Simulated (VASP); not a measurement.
Wanted: the native input for a VASP 6.6.1 run.

```yaml
Task: single point
Functional: PBE
Potentials_or_basis: VASP PAW PBE potentials, release 64 (Ir)
Cutoff: 520 eV
k_mesh: 9 × 9 × 5
Occupations: fermi-dirac, width 0.05 eV
Spin: no spin polarisation
Dipole_correction: no
Further_INCAR_settings: ALGO = Normal; EDIFF = 1e-06; NBANDS = 16
```

The structure of Ir lies in POSCAR:

```
Ir
1.0
    2.6632094456      0.0000000000      0.0000000000
   -1.3316047228      2.3064070355      0.0000000000
    0.0000000000      0.0000000000      4.3249415443
Ir
2
Direct
    0.3333333333      0.6666666667      0.2500000000
    0.6666666667      0.3333333333      0.7500000000
```

One way to write it, as run:

INCAR

```
SYSTEM = Ir
ALGO = Normal
EDIFF = 1E-6
ENCUT = 520
GGA = PE
ISIF = 2
ISMEAR = -1
LASPH = .TRUE.
LCHARG = .FALSE.
LREAL = .FALSE.
LWAVE = .FALSE.
NBANDS = 16
NELM = 60
PREC = Accurate
SIGMA = 0.05
```

KPOINTS

```
k-points
0
G
  9 9 5
  0 0 0
```

Potentials or basis: VASP PAW PBE potentials, release 64 (Ir).

The run is started by

```console
$ cat potpaw_PBE.64/Ir/POTCAR > POTCAR
$ mpirun -np 1 vasp_std > vasp.out
```

It gave:

The pressure is 41.1 GPa and the band gap on the k mesh is zero (band 9 reaches 12.73 eV, above the bottom of band 10 at 9.27 eV).

Caveat: spin-orbit coupling is left out, which moves the levels of the heavy elements.

Wall time 20 s on 1 thread of Intel Xeon 8259CL, on a shared host, peak memory 0.14 GiB.
